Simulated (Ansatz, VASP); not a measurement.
## AlSn in VASP and in Ansatz

```
CELL_PARAMETERS angstrom
4.16045 0.00000 0.00000
-2.08023 3.60306 0.00000
0.00000 0.00000 3.27719
ATOMIC_POSITIONS crystal
Al 0.00000 0.00000 0.00000
Sn 0.33333 0.66667 0.50000
```

Alike in both runs: task single point; functional PBE; k mesh 8 × 8 × 9; no spin polarisation.

```csv
,VASP,Ansatz
version,VASP 6.6.1,Ansatz 0.2.0
potentials or method,"VASP PAW PBE potentials, release 64 (Al, Sn_d), cutoff 520 eV","plane waves, PAW"
occupations,"methfessel-paxton of order 1, width 0.1 eV","cold, width 0.1 eV"
valence electrons in the cell,17,17
```

```tsv
	VASP	Ansatz	Ansatz less VASP
pressure (GPa)	1.2	1.3	+0.12
traceless stress, the component that is largest in VASP (GPa)	-2.06	-1.87	+0.192
```

Ansatz's warnings: stress scf threshold loose.
